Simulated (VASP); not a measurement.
Si2Ni, 3 atoms in the cell. It takes space group Fm-3m (No. 225, cubic). The conventional cell has a = 5.406 Å, b = 5.406 Å, c = 5.406 Å, α = 90.00°, β = 90.00°, γ = 90.00°. Ni (site symmetry m-3m) has 8 Si at 2.34 Å within 3.1 Å. Within 3.1 Å of Si (site symmetry -43m) lie 4 Ni at 2.34 Å and 6 Si at 2.70 Å. 

```yaml
Program: VASP 6.6.1
Task: relaxation of cell and atoms
Functional: PBEsol
Potentials_or_basis: VASP PAW PBE potentials, release 64 (Ni, Si)
Cutoff: 600 eV
k_mesh: 9 × 9 × 9
Occupations: fermi-dirac, width 0.05 eV
Spin: collinear spin, ferromagnetic start
Starting_moments: "[1.0, 0.0, 0.0] μB"
Target_pressure: 5 GPa
Dipole_correction: no
Further_INCAR_settings: ALGO = Normal; EDIFF = 1e-06; IBRION = 2; EDIFFG = -0.005; NSW = 80; ISIF = 3
```

Potentials or basis: VASP PAW PBE potentials, release 64 (Ni, Si).

Run with:

```console
$ cat potpaw_PBE.64/Ni/POTCAR potpaw_PBE.64/Si/POTCAR > POTCAR
$ mpirun -np 1 vasp_std > vasp.out
```

Hardware: 1 thread of Intel Xeon 6975P-C, on a shared host.

How long does it take, and how much memory?

Wall time 88 s on 1 thread of Intel Xeon 6975P-C, on a shared host, peak memory 0.23 GiB. Counts: scf iterations 31, k points 35, ion steps 3.
